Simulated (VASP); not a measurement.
# Rh (Fm-3m) in VASP: a series of runs

The runs below take Rh through single point, with PBE.

Everything below comes from runs of VASP 6.6.1. Logs are shortened: lines on timing, memory, paths and dates and some standing lists are left out, and cuts for length are marked.

### Step 1. The cell of the first run

It takes space group Fm-3m (No. 225, cubic). The conventional cell has a = 3.614 Å, b = 3.614 Å, c = 3.614 Å, α = 90.00°, β = 90.00°, γ = 90.00°. Within 3.4 Å of Rh (site symmetry m-3m) lie 12 Rh at 2.56 Å.

### Step 2. Single point, PBE (volume 11.799 Å^3 an atom, c/a of the conventional cell 1.0000)

INCAR reads:

```
ALGO = Fast ; EDIFF = 1E-6
ENCUT = 520 ; GGA = PE
ISIF = 2 ; ISMEAR = 0
LASPH = True ; LCHARG = False
LREAL = False ; LWAVE = False
NBANDS = 14 ; NELM = 100
PREC = Accurate ; SIGMA = 0.15
```

KPOINTS reads:

```
k-points
0
Gamma
  22 22 22
```

POSCAR reads:

```
Rh
1.0
    0.0000000000      1.8069178236      1.8069178236
    1.8069178236      0.0000000000      1.8069178236
    1.8069178236      1.8069178236      0.0000000000
Rh
1
Direct
    0.0000000000      0.0000000000      0.0000000000
```

Potentials or basis: VASP PAW PBE potentials, release 64 (Rh_pv).

Started as:

```console
$ cat potpaw_PBE.64/Rh_pv/POTCAR > POTCAR
$ mpirun -np 1 vasp_std > vasp.out
```

OUTCAR:

```text
EDIFF = 1E-6
   ENCUT = 520
   GGA = PE
   ISIF = 2
   ISMEAR = 0
   LASPH = True
   LREAL = False
   NELM = 100
   PREC = Accurate

 ion  position               nearest neighbor table
   1  0.000  0.000  0.000-

  LATTYP: Found a face centered cubic cell.
 ALAT       =     3.6138356472

  Lattice vectors:

 A1 = (   0.0000000000,   1.8069178236,   1.8069178236)
 A2 = (   1.8069178236,   0.0000000000,   1.8069178236)
 A3 = (   1.8069178236,   1.8069178236,   0.0000000000)

Analysis of symmetry for initial positions (statically):
=====================================================================
 Subroutine PRICEL returns:
 Original cell was already a primitive cell.

 Routine SETGRP: Setting up the symmetry group for a
 face centered cubic supercell.

 Subroutine GETGRP returns: Found 48 space group operations
 (whereof 48 operations were pure point group operations)
 out of a pool of 48 trial point group operations.

The static configuration has the point symmetry O_h .

Analysis of symmetry for dynamics (positions and initial velocities):
=====================================================================
 Subroutine PRICEL returns:
 Original cell was already a primitive cell.

 Routine SETGRP: Setting up the symmetry group for a
 face centered cubic supercell.

 Subroutine GETGRP returns: Found 48 space group operations
 (whereof 48 operations were pure point group operations)
 out of a pool of 48 trial point group operations.

The dynamic configuration has the point symmetry O_h .

 Subroutine INISYM returns: Found 48 space group operations
 (whereof 48 operations are pure point group operations),
 and found     1 'primitive' translations

----------------------------------------------------------------------------------------

                                     Primitive cell

  volume of cell :      11.7990

  direct lattice vectors                    reciprocal lattice vectors
     0.000000000  1.806917824  1.806917824    -0.276714300  0.276714300  0.276714300
     1.806917824  0.000000000  1.806917824     0.276714300 -0.276714300  0.276714300
     1.806917824  1.806917824  0.000000000     0.276714300  0.276714300 -0.276714300

  length of vectors
     2.555367692  2.555367692  2.555367692     0.479283226  0.479283226  0.479283226

  position of ions in fractional coordinates (direct lattice)
     0.000000000  0.000000000  0.000000000

  ion indices of the primitive-cell ions
   primitive index   ion index
                 1           1

----------------------------------------------------------------------------------------

 KPOINTS: k-points

Automatic generation of k-mesh.
 Grid dimensions read from file:
 generate k-points for:   22   22   22

 Generating k-lattice:

  Cartesian coordinates                     Fractional coordinates (reciprocal lattice)
    -0.012577923  0.012577923  0.012577923     0.045454545  0.000000000  0.000000000
     0.012577923 -0.012577923  0.012577923     0.000000000  0.045454545  0.000000000
     0.012577923  0.012577923 -0.012577923     0.000000000  0.000000000  0.045454545

  Length of vectors
     0.021785601  0.021785601  0.021785601

  Shift w.r.t. Gamma in fractional coordinates (k-lattice)
     0.000000000  0.000000000  0.000000000

 Subroutine IBZKPT returns following result:
 ===========================================

 Found    328 irreducible k-points:

 Following reciprocal coordinates:
            Coordinates               Weight
  0.000000  0.000000  0.000000      1.000000
  0.045455  0.000000  0.000000      8.000000
  0.090909  0.000000  0.000000      8.000000
  0.136364  0.000000  0.000000      8.000000
  0.181818  0.000000  0.000000      8.000000
  0.227273  0.000000  0.000000      8.000000
[... 16 lines left out ...]
  0.500000  0.045455  0.000000     24.000000
 -0.454545  0.045455  0.000000     24.000000
 [... further k-points ...]
   k-points           NKPTS =    328   k-points in BZ     NKDIM =    328   number of bands    NBANDS=     14
   number of dos      NEDOS =    301   number of ions     NIONS =      1
   total plane-waves  NPLWV =   8000
   dimension x,y,z NGX =    20 NGY =   20 NGZ =   20
   dimension x,y,z NGXF=    40 NGYF=   40 NGZF=   40
   ions per type =               1
   NGX,Y,Z   is equivalent  to a cutoff of  13.01, 13.01, 13.01 a.u.
   NGXF,Y,Z  is equivalent  to a cutoff of  26.02, 26.02, 26.02 a.u.
 SYSTEM =  unknown system
   PREC   = accura    normal or accurate (medium, high low for compatibility)
   ISTART =      0    job   : 0-new  1-cont  2-samecut
   ICHARG =      2    charge: 1-file 2-atom 10-const
   ISPIN  =      1    spin polarized calculation?
   LNONCOLLINEAR =      F non collinear calculations
   LSORBIT =      F    spin-orbit coupling
   LASPH  =      T    aspherical Exc in radial PAW
   ENCUT  =  520.0 eV  38.22 Ry    6.18 a.u.   4.75  4.75  4.75*2*pi/ulx,y,z
   NELM   =    100;   NELMIN=  2; NELMDL= -5     # of ELM steps
   EDIFF  = 0.1E-05   stopping-criterion for ELM
   LREAL  =      F    real-space projection
   EDIFFG = 0.1E-04   stopping-criterion for IOM
   NSW    =      0    number of steps for IOM
   IBRION =     -1    ionic relax: 0-MD 1-quasi-New 2-CG
   NFREE  =      0    steps in history (QN), initial steepest desc. (CG)
   ISIF   =      2    stress and relaxation
   ISYM   =      2    0-nonsym 1-usesym 2-fastsym
   POTIM  = 0.5000    time-step for ionic-motion
   TEBEG  =    0.0;   TEEND  =   0.0 temperature during run
   PSTRESS=    0.0 pullay stress
   NELECT =      15.0000    total number of electrons
   NUPDOWN=      -1.0000    fix difference up-down
   EMIN   =  10.00;   EMAX   =-10.00  energy-range for DOS
   EFERMI =   0.00;   METHOD = LEGACY
   ISMEAR =     0;   SIGMA  =   0.15  broadening in eV -4-tet -1-fermi 0-gaus
   EFERMI_NEDOS =   21; number of points for ismear=-14 and -15
   IALGO  =     68    algorithm
   IMIX   =      4    mixing-type and parameters
     AMIX     =   0.40;   BMIX     =  1.00
     AMIX_MAG =   1.60;   BMIX_MAG =  1.00
  volume/ion in A,a.u.               =      11.80        79.62
  Fermi-wavevector in a.u.,A,eV,Ry     =   1.773469  3.351370 42.792922  3.145191
  Thomas-Fermi vector in A             =   2.839655
   LORBIT       =      0    0 simple, 1 ext, 2 COOP (PROOUT), +10 PAW based schemes
   GGA     = PE    functional components
   LHFCALC =     F    Hartree Fock is set to
   AEXX    =    0.0000 exact exchange contribution
   IVDW    =     0    specifies the selected vdW correction
   LEPSILON=     F    determine dielectric tensor
   LRPA    =     F    only Hartree local field effects (RPA)
 non-spin polarized calculation
 RMM-DIIS sequential band-by-band and
 Gauss-broadening in eV      SIGMA  =   0.15
  energy-cutoff  :      520.00
  volume of cell :       11.80
 maximum number of plane-waves:       332
   NGX =  9   NGY =  9   NGZ =  9

 number of electron      15.0000003 magnetization

 Free energy of the ion-electron system (eV)
  ---------------------------------------------------
  ext. energy  EPLUGINS =         0.00000000
  ---------------------------------------------------
  free energy    TOTEN  =        -6.85115353 eV

  energy without entropy =       -6.83925889  energy(sigma->0) =       -6.84520621

 E-fermi :  14.9421     XC(G=0): -15.0420

 val. band max:       14.9409147029   @ k =   0.3182   0.2727   0.0455
 cond. band min:      14.9430216156   @ k =   0.3182   0.1818   0.0455
 fundamental gap:      0.0021069127
 Fermi energy:        14.9421374709

 k-point     1 :       0.0000    0.0000    0.0000
  band No.  band energies     occupation
      1     -31.7069      2.00000
      2     -31.7069      2.00000
      3     -31.7069      2.00000
      4       5.8294      2.00000
      5      11.0451      2.00000
      6      11.0451      2.00000
      7      11.0451      2.00000
      8      13.6985      2.00000
      9      13.6985      2.00000
     10      30.6967      0.00000
     11      35.0290      0.00000
     12      37.0648      0.00000
     13      37.0648      0.00000
     14      37.0648      0.00000

 k-point     2 :       0.0455    0.0000    0.0000
  band No.  band energies     occupation
      1     -31.7331      2.00000
      2     -31.7102      2.00000
      3     -31.7102      2.00000
      4       5.9272      2.00000
      5      10.9958      2.00000
      6      11.0862      2.00000
      7      11.0862      2.00000
      8      13.6722      2.00000
      9      13.6722      2.00000
     10      30.8585      0.00000
     11      35.0288      0.00000
     12      36.5583      0.00000
     13      37.2217      0.00000
     14      37.2217      0.00000

 k-point     3 :       0.0909    0.0000    0.0000
  band No.  band energies     occupation
      1     -31.8093      2.00000
      2     -31.7201      2.00000
      3     -31.7201      2.00000
      4       6.2102      2.00000
      5      10.8659      2.00000
      6      11.1992      2.00000
      7      11.1992      2.00000
      8      13.6072      2.00000
      9      13.6072      2.00000
     10      31.3163      0.00000
     11      35.0259      0.00000
     12      35.4258      0.00000
     13      37.6838      0.00000
     14      37.6838      0.00000
[... 324 lines left out ...]
 k-point    23 :       0.5000    0.0455    0.0000
  band No.  band energies     occupation
      1     -32.9252      2.00000
      2     -31.8876      2.00000
      3     -31.8774      2.00000
      4       7.5065      2.00000
      5      10.8512      2.00000
      6      11.0001      2.00000
      7      14.5797      1.99937
      8      15.7047      0.00000
      9      16.6654      0.00000
     10      25.3488      0.00000
     11      30.4484      0.00000
     12      35.0318      0.00000
     13      37.4717      0.00000
     14      37.5071      0.00000

 k-point    24 :      -0.4545    0.0455    0.0000
  band No.  band energies     occupation
      1     -32.9173      2.00000
      2     -31.8911      2.00000
      3     -31.8718      2.00000
      4       7.5174      2.00000
      5      10.8717      2.00000
      6      10.9984      2.00000
      7      14.5533      1.99975
      8      15.5760      0.00000
      9      16.6373      0.00000
     10      25.4828      0.00000
     11      30.4928      0.00000
     12      35.0317      0.00000
     13      37.3403      0.00000
     14      37.7978      0.00000

 [... further k-points ...]
[... 5 lines left out ...]
  --------------------------------------------------------------------------------------
  -------------------------------------------------------------------------------------
  Total        5.1573375      5.1573375      5.1573375      0.0000000     -0.0000000      0.0000000
  in kB      700.3109830    700.3109830    700.3109830      0.0000000     -0.0000000      0.0000000
  external PRESSURE =     700.3109830 kB  Pullay stress =       0.0000000 kB

 VOLUME and BASIS-vectors are now :
 -----------------------------------------------------------------------------
  energy-cutoff  :      520.00
  volume of cell :       11.80
      direct lattice vectors                 reciprocal lattice vectors
     0.000000000  1.806917824  1.806917824    -0.276714300  0.276714300  0.276714300
     1.806917824  0.000000000  1.806917824     0.276714300 -0.276714300  0.276714300
     1.806917824  1.806917824  0.000000000     0.276714300  0.276714300 -0.276714300

 POSITION                                       TOTAL-FORCE (eV/Angst)
 -----------------------------------------------------------------------------------
      0.00000      0.00000      0.00000         0.000000      0.000000      0.000000
 -----------------------------------------------------------------------------------
    total drift:                                0.000000     -0.000000      0.000000

  FREE ENERGIE OF THE ION-ELECTRON SYSTEM (eV)
  ---------------------------------------------------
  free  energy   TOTEN  =        -6.8511535286 eV

  energy  without entropy=       -6.8392588894  energy(sigma->0) =       -6.84520621
```

Wall time 20 s (1 thread of Intel Xeon 6975P-C (Granite Rapids), shared host); peak memory 0.15 GiB.

What came out:

```
Free energy : -6.8512 eV
Pressure    : 70.0 GPa
```

### Step 3. Single point, PBE (volume 12.548 Å^3 an atom, c/a of the conventional cell 1.0000)

INCAR reads:

```
PREC     = Accurate       # precision mode
ENCUT    = 520            # plane-wave cutoff, eV
EDIFF    = 1E-6           # SCF threshold, eV
ISMEAR   = 0              # smearing method
SIGMA    = 0.15           # smearing width, eV
LREAL    = False          # projectors in reciprocal space
LASPH    = True           # aspherical terms in the spheres
NELM     = 80             # most SCF steps
ALGO     = Fast           # electronic algorithm
ISIF     = 2              # what is computed and relaxed
LWAVE    = False          # write WAVECAR
LCHARG   = False          # write CHGCAR
GGA      = PE             # functional
NBANDS   = 14             # bands
```

KPOINTS reads:

```
Automatic mesh
0
Gamma
  22 22 22
```

POSCAR reads:

```
Rh
1.0
    0.0000000000      1.8443705179      1.8443705179
    1.8443705179      0.0000000000      1.8443705179
    1.8443705179      1.8443705179      0.0000000000
Rh
1
Direct
    0.0000000000      0.0000000000      0.0000000000
```

Potentials or basis: VASP PAW PBE potentials, release 64 (Rh_pv).

Started as:

```console
$ cat potpaw_PBE.64/Rh_pv/POTCAR > POTCAR
$ mpirun -np 1 vasp_std > vasp.out
```

It took 20 s on 1 thread of Intel Xeon 6975P-C (Granite Rapids), shared host; peak memory 0.16 GiB.

The run converged. Its results:

| Quantity | Value |
| --- | --- |
| Free energy | -7.1026 eV |
| Pressure | 38.8 GPa |

Levels at points of the mesh, in eV from the Fermi level:
```
           k point  band 3  band 4  band 5  band 6  band 7  band 8  band 9  band 10  band 11  band 12
(0.00, 0.00, 0.00)  -46.54   -8.64   -3.54   -3.54   -3.54   -1.13   -1.13    15.89    20.27    21.88
(0.50, 0.00, 0.00)  -46.67   -6.92   -3.64   -3.64    0.65    0.68    0.68     9.65    15.44    20.27
(0.50, 0.50, 0.00)  -46.90   -7.23   -6.82    0.65    1.17    1.17    3.41    13.51    13.88    13.88
```

### Step 4. Single point, PBE (volume 13.297 Å^3 an atom, c/a of the conventional cell 1.0000)

INCAR reads:

```
ALGO = Normal ; EDIFF = 1E-7
ENCUT = 520 ; GGA = PE
ISIF = 2 ; ISMEAR = 0
LASPH = T ; LCHARG = T
LELF = T ; LREAL = F
LVHAR = T ; LWAVE = F
NBANDS = 14 ; NELM = 100
PREC = Accurate ; SIGMA = 0.15
```

KPOINTS reads:

```
k-points
0
Gamma
  22 22 22
```

POSCAR reads:

```
Rh
1.0
    0.0000000000      1.8803609538      1.8803609538
    1.8803609538      0.0000000000      1.8803609538
    1.8803609538      1.8803609538      0.0000000000
Rh
1
Direct
    0.0000000000      0.0000000000      0.0000000000
```

Started as:

```console
$ cat potpaw_PBE.64/Rh_pv/POTCAR > POTCAR
$ mpirun -np 1 vasp_std > vasp.out
```

It took 19 s on 1 thread of Intel Xeon 6975P-C (Granite Rapids), shared host; peak memory 0.17 GiB.

It converged, with:

| Quantity | Value |
| --- | --- |
| Free energy | -7.2294 eV |
| Pressure | 16.4 GPa |

Levels at points of the mesh, in eV from the Fermi level:
| k point | band 5 | band 6 | band 7 | band 8 | band 9 | band 10 |
| --- | --- | --- | --- | --- | --- | --- |
| (0.00, 0.00, 0.00) | -3.24 | -3.24 | -3.24 | -1.04 | -1.04 | 15.97 |
| (0.50, 0.00, 0.00) | -3.32 | -3.32 | 0.61 | 0.61 | 0.70 | 9.00 |
| (0.50, 0.50, 0.00) | -6.25 | 0.58 | 1.05 | 1.05 | 3.32 | 12.71 |

### Step 5. Summary

```tsv
cell	gap on the mesh (eV)	pressure (GPa)
a = 2.555 Å, angles 60.0°, 1 atom	none	70.0
a = 2.608 Å, angles 60.0°, 1 atom	none	38.8
a = 2.659 Å, angles 60.0°, 1 atom	none	16.4
```

Alike in all rows: task single point; level PBE; potentials or basis VASP PAW PBE potentials, release 64 (Rh_pv); no spin polarisation; k mesh 22 × 22 × 22; cutoff (eV) 520; smearing gaussian 0.15 eV.

Absolute energies hang on the potentials; compare differences alone.
